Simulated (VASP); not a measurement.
## Ge: single point with PBE

Ge:

```xyz
4
Lattice="3.0616 0.0000 0.0000 -1.5308 2.6515 0.0000 0.0000 0.0000 10.0075" Properties=species:S:1:pos:R:3 pbc="T T T"
Ge    0.0000    0.0000    0.0000
Ge    0.0000    0.0000    5.0037
Ge    0.0000    1.7676    2.5019
Ge    1.5308    0.8838    7.5056
```

This isn't the form of Ge at room conditions, which is diamond.

| Quantity | Value |
| --- | --- |
| Program | VASP 6.6.1 |
| Task | single point |
| Functional | PBE |
| Potentials or basis | VASP PAW PBE potentials, release 64 (Ge_d) |
| Cutoff | 520 eV |
| k mesh | 16 × 16 × 5 |
| Occupations | fermi-dirac, width 0.1 eV |
| Spin | no spin polarisation |
| Dipole correction | no |
| Further INCAR settings | ALGO = Normal; EDIFF = 1e-06; NBANDS = 36 |

The pressure is -1.9 GPa. The band gap on the k mesh is zero (bands 28 and 29 overlap by 8.71 eV).

Stress tensor (GPa, compression positive):
```
-2.21  0.00  0.00
 0.00 -2.21  0.00
 0.00  0.00 -1.33
```

Levels at points of the mesh, in eV from the Fermi level:
```csv
k point,band 26,band 27,band 28,band 29,band 30,band 31
"(0.00, 0.00, 0.00)",1.07,1.07,6.34,6.34,7.06,7.06
"(0.50, 0.00, 0.00)",-4.54,-2.32,-1.83,-0.31,0.57,2.51
```

Wall time 99 s on 1 thread of Intel(R) Xeon(R) 6975P-C (Granite Rapids) (shared host), peak memory 0.31 GiB.
